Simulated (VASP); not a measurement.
Wanted: the native input for a VASP 6.6.1 run.

| Item | Value |
| --- | --- |
| Task | single point |
| Functional | r2SCAN |
| Potentials or basis | VASP PAW PBE potentials, release 64 (Cu, Au) |
| Cutoff | 520 eV |
| k mesh | 10 × 10 × 10 |
| Occupations | gaussian, width 0.1 eV |
| Spin | no spin polarisation |
| Dipole correction | no |
| Further INCAR settings | ALGO = Normal; EDIFF = 1e-07; NBANDS = 30 |

Crystal: CuAu3.

```xyz
4
Lattice="3.8436 0.0000 0.0000 0.0000 3.8436 0.0000 0.0000 0.0000 3.8436" Properties=species:S:1:pos:R:3 pbc="T T T"
Cu    0.0000    0.0000    0.0000
Au    0.0000    1.9218    1.9218
Au    1.9218    0.0000    1.9218
Au    1.9218    1.9218    0.0000
```

The input as run:

POSCAR

```
CuAu3
1.0
    3.8436463592      0.0000000000      0.0000000000
    0.0000000000      3.8436463592      0.0000000000
    0.0000000000      0.0000000000      3.8436463592
Cu Au
1 3
Direct
    0.0000000000      0.0000000000      0.0000000000
    0.0000000000      0.5000000000      0.5000000000
    0.5000000000      0.0000000000      0.5000000000
    0.5000000000      0.5000000000      0.0000000000
```

INCAR.step1

```
SYSTEM = CuAu3
PREC = Accurate ; ENCUT = 520
ISMEAR = 0 ; SIGMA = 0.1
LREAL = .False. ; LASPH = .True.
NELM = 100 ; NBANDS = 30
GGA = PE ; ALGO = Normal
EDIFF = 1E-4 ; LWAVE = .True.
LCHARG = .False.
```

INCAR.step2

```
SYSTEM = CuAu3
PREC = Accurate ; ENCUT = 520
EDIFF = 1E-7 ; ISMEAR = 0
SIGMA = 0.1 ; LREAL = .False.
LASPH = .True. ; NELM = 100
ALGO = Normal ; ISIF = 2
LWAVE = .False. ; LCHARG = .False.
METAGGA = R2SCAN ; LMIXTAU = .True.
NBANDS = 30 ; ISTART = 1
```

KPOINTS

```
regular mesh
0
Gamma
  10 10 10
  0 0 0
```

Potentials or basis: VASP PAW PBE potentials, release 64 (Cu, Au).

Run with:

```bash
$ cat potpaw_PBE.64/Cu/POTCAR potpaw_PBE.64/Au/POTCAR > POTCAR
$ cp INCAR.step1 INCAR
$ mpirun -np 1 vasp_std > vasp.out
$ cp INCAR.step2 INCAR
$ mpirun -np 1 vasp_std > vasp.out
```

Results of the run:

| Item | Value |
| --- | --- |
| Pressure | 28.8 GPa |
| Band gap on the k mesh | zero (bands 22 and 23 overlap by 2.60 eV) |

Caveat: the cell stands under pressure; the PAW data sets were made with another functional, which shifts forces and pressure a little; spin-orbit coupling is left out, which moves the levels of the heavy elements.

Run time: 12 min on 1 thread of Intel Xeon 8259CL (shared host), peak memory 0.23 GiB.
